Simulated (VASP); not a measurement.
**SiO2 (Stishovite): relaxation of shape and atoms at fixed volume with PBE**

SiO2 (Stishovite):

```
CELL_PARAMETERS angstrom
4.33188 0.00000 0.00000
0.00000 4.33188 0.00000
0.00000 0.00000 2.72711
ATOMIC_POSITIONS crystal
Si 0.00000 0.00000 0.00000
Si 0.50000 0.50000 0.50000
O 0.30858 0.30858 0.00000
O 0.19142 0.80858 0.50000
O 0.69142 0.69142 0.00000
O 0.80858 0.19142 0.50000
```

This cell differs from its parent crystal: volume scaled by 1.06.

```
Program                : VASP 6.6.1
Task                   : relaxation of shape and atoms at fixed volume
Functional             : PBE
Potentials or basis    : VASP PAW PBE potentials, release 64 (Si, O)
Cutoff                 : 600 eV
k mesh                 : 6 × 6 × 8
Occupations            : gaussian, width 0.02 eV
Spin                   : no spin polarisation
Dipole correction      : no
Further INCAR settings : ALGO = Normal; EDIFF = 1e-07; IBRION = 2; EDIFFG = -0.01; NSW = 50; ISIF = 4
```

```json
{
 "Energy gained by relaxing": "0.9 meV/atom",
 "Ionic steps": "5",
 "Pressure after relaxing": "-12.9 GPa",
 "Band gap on the k mesh": "4.26 eV, direct"
}
```

Step by step:
```tsv
step	energy change (eV)	largest force (eV/Å)	pressure (GPa)	volume (Å³)
1	0.0000	0.1906	-14.38	51.17
2	-0.0047	0.0152	-13.30	51.17
3	-0.0048	0.0381	-13.17	51.17
4	-0.0054	0.0101	-12.88	51.17
5	-0.0055	0.0004	-12.94	51.17
```

Final structure:
```
Si O
1.0
     4.34445    0.00000    0.00000
     0.00000    4.34445    0.00000
     0.00000    0.00000    2.71135
Si O
2 4
Direct
  0.00000 0.00000 0.00000
  0.50000 0.50000 0.50000
  0.31024 0.31024 0.00000
  0.18976 0.81024 0.50000
  0.68976 0.68976 0.00000
  0.81024 0.18976 0.50000
```

Levels at points of the mesh, in eV from the valence-band top:
```csv
k point,band 12,band 13,band 14,band 15,band 16,band 17,band 18,band 19,band 20
"(0.00, 0.00, 0.00)",-2.80,-2.50,-0.78,-0.78,0.00,4.26,6.51,8.12,8.12
"(0.50, 0.00, 0.00)",-3.35,-2.48,-2.48,-1.02,-1.02,6.67,6.67,8.72,8.72
"(0.50, 0.50, 0.00)",-2.89,-2.22,-2.22,-1.99,-1.99,6.41,6.41,9.43,9.43
"(0.00, 0.00, 0.50)",-4.10,-2.49,-2.49,-2.38,-2.38,7.96,7.96,11.11,11.11
"(0.50, 0.00, 0.50)",-3.44,-2.08,-2.08,-1.50,-1.50,7.93,7.93,8.71,8.71
"(0.50, 0.50, 0.50)",-4.01,-1.72,-1.72,-1.30,-1.30,6.37,6.37,9.99,9.99
```

It took 72 s on 1 thread of Intel(R) Xeon(R) 6975P-C (Granite Rapids), with other jobs on the host, peak memory 0.2 GiB.

Caveat: the cell differs from its parent crystal (volume scaled by 1.06). A k mesh can miss the band edges.
